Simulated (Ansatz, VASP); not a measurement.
# Two plane-wave programs on Au

File INCAR:

```
PREC = Accurate
ENCUT = 520
EDIFF = 1E-6
ISMEAR = 0
SIGMA = 0.15
LREAL = F
LASPH = T
NELM = 80
ALGO = Normal
ISIF = 2
LWAVE = F
LCHARG = F
GGA = PS
NBANDS = 12
```

The input KPOINTS:

```
Automatic mesh
0
Gamma
  20 20 20
```

POSCAR

```
Au
1.0
    0.0000000000      2.0455000000      2.1477750000
    2.0455000000      0.0000000000      2.1477750000
    2.0455000000      2.0455000000      0.0000000000
Au
1
Direct
    0.0000000000      0.0000000000      0.0000000000
```

Input for Ansatz:

```yaml
crystal:
  lattice:
    - [0.0, 2.0455, 2.147775]
    - [2.0455, 0.0, 2.147775]
    - [2.0455, 2.0455, 0.0]
  atoms:
    - { symbol: Au, position: [0.0, 0.0, 0.0] }
basis:
  ecutwfc: 420
kpoints:
  mp_grid: { grid: [20, 20, 20] }
hamiltonian:
  xc: pbesol
scf:
  occupations: { method: gaussian, width: 0.15 }
output:
  forces: true
  stress: true
  eigenvalues: true
```

Change from the starting cell: strain +0.000 along x and y, +0.050 along z, atoms carried along.

Alike in both runs: task single point; functional PBEsol; k mesh 20 × 20 × 20; occupations gaussian, width 0.15 eV; no spin polarisation.

```csv
,VASP,Ansatz
version,VASP 6.6.1,Ansatz 0.2.0
potentials or method,"VASP PAW PBE potentials, release 64 (Au), cutoff 520 eV","scalar-relativistic, plane waves, PAW"
valence electrons in the cell,11,19
```

```csv
,VASP,Ansatz,Ansatz less VASP
gap on the k mesh at the Fermi level (eV),none,none,-
pressure (GPa),-8.3,-8.0,+0.24
"traceless stress, the component that is largest in VASP (GPa)",-0.91,-0.90,+0.009
```

VASP's potentials were made for PBE, not for PBEsol. A gap of «none» marks a metal or a gap that the smearing closes. With one functional, cell and mesh, what is left measures potentials, basis and numerics. VASP's potentials hold 11 valence electrons a cell and Ansatz's 19, so a difference there can come from the potentials and not from the codes.

Spin-orbit coupling is off throughout.
